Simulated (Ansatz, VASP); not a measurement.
## One calculation of Re, two programs

The input INCAR:

```
PREC = Accurate ; ENCUT = 520
EDIFF = 1E-8 ; ISMEAR = -1
SIGMA = 0.05 ; LREAL = F
LASPH = T ; NELM = 100
ALGO = Normal ; ISIF = 2
LWAVE = F ; LCHARG = F
GGA = CA ; LEFG = T
NBANDS = 14
```

KPOINTS

```
regular mesh
0
Gamma
  14 14 8
```

Contents of POSCAR:

```
Re
1.0
    2.6115486478      0.0000000000      0.0000000000
   -1.3057743239      2.2616674722      0.0000000000
    0.0000000000      0.0000000000      4.1758273441
Re
2
Direct
    0.3333333333      0.6666666667      0.2500000000
    0.6666666667      0.3333333333      0.7500000000
```

Input for Ansatz:

```yaml
crystal:
  lattice:
    - [2.6115486478, 0.0, 0.0]
    - [-1.3057743239, 2.2616674722, 0.0]
    - [0.0, 0.0, 4.1758273441]
  atoms:
    - { symbol: Re, position: [0.3333333333, 0.6666666667, 0.25] }
    - { symbol: Re, position: [0.6666666667, 0.3333333333, 0.75] }
kpoints:
  mp_grid: { grid: [14, 14, 8] }
scf:
  occupations: { method: fermi_dirac, width: 0.05 }
hamiltonian:
  xc: lda
  pseudopotentials: { kind: all_electron, datasets: crystal }
output:
  forces: true
  stress: true
  eigenvalues: true
  efg: { contact_densities: true }
```

Change from the starting cell: volume scaled by 1.01, crystal datasets.

Alike in both runs: task electric field gradients; functional LDA; k mesh 14 × 14 × 8; occupations fermi-dirac, width 0.05 eV; no spin polarisation.

|  | VASP | Ansatz |
| --- | --- | --- |
| version | VASP 6.6.1 | Ansatz 0.2.0 |
| potentials or method | VASP PAW LDA potentials, release 64 (Re), cutoff 520 eV | all-electron PAW with datasets made for the crystal, scalar-relativistic |

VASP gave:

```
pressure (GPa)                                                : 89.0
traceless stress, the component that is largest in VASP (GPa) : 4.38
size of Vzz on the site where it differs most (V/Å²)          : 102.0
```

Task: What did Ansatz give for the same quantities?

Result: Pressure (GPa): 83.8; traceless stress, the component that is largest in VASP (GPa): 4.49; size of Vzz on the site where it differs most (V/Å²): 81.0.

LDA's correlation is that of Perdew and Zunger in VASP and of Perdew and Wang (1992) in Ansatz. Both programs put the cell under a high pressure, so it lies far from rest at this level. Ansatz ran all-electron here, and VASP with PAW potentials.

Neither program's run includes spin-orbit coupling. Noted on VASP's run: the cell as given lies far from equilibrium.
